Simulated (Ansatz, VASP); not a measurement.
# W: VASP beside Ansatz

```
W
1.0
     2.80354    0.00000    0.00000
    -1.40177    2.42794    0.00000
     0.00000    0.00000    5.03110
W
2
Cartesian
  0.0000 1.6186 1.2578
  1.4018 0.8093 3.7733
```

Alike in both runs: functional BLYP; k mesh 13 × 13 × 7; occupations fermi-dirac, width 0.1 eV; no spin polarisation.

Ansatz relaxed the structure, and its values are those at the end. VASP's run is a single point on that final structure, the one shown.

```csv
,VASP,Ansatz
version,VASP 6.6.1,Ansatz 0.2.0
potentials or method,"VASP PAW PBE potentials, release 64 (W_sv), cutoff 520 eV","plane waves (420 eV) with PAW, scalar-relativistic"
valence electrons in the cell,28,28
```

|  | VASP | Ansatz | Ansatz less VASP |
| --- | --- | --- | --- |
| pressure (GPa) | 1.4 | 0.0 | -1.41 |

VASP's potentials were made for PBE, not for BLYP.

Neither program's run includes spin-orbit coupling.
